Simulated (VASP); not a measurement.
Crystal: Ir.

```
Ir
1.0
     0.00000    1.94600    1.86816
     1.94600    0.00000    1.86816
     1.94600    1.94600    0.00000
Ir
1
Direct
  0.00000 0.00000 0.00000
```

This cell differs from its parent crystal: ratio of the length along z to the lengths across it x 0.96, volume and fractional coordinates fixed.

Base run:

```yaml
Program: VASP 6.6.1
Functional: LDA
Potentials_or_basis: VASP PAW LDA potentials, release 64 (Ir)
Cutoff: 520 eV
k_mesh: 8 × 8 × 8
Occupations: gaussian, width 0.15 eV
Spin: no spin polarisation
```

Its results: pressure -4.3 GPa.

Question: The run is repeated on the same cell with these changes: potentials or basis from VASP PAW LDA potentials, release 64 (Ir) to VASP PAW LDA potentials, release 64 (Ir_sv_GW); cutoff from 520 eV to 500 eV; further incar settings from ALGO = Normal; EDIFF = 1e-06; NBANDS = 10 to ALGO = Normal; EDIFF = 1e-06; NBANDS = 14; valence electrons from 9 to 17. What comes out?

Answer: Pressure -8.4 GPa.
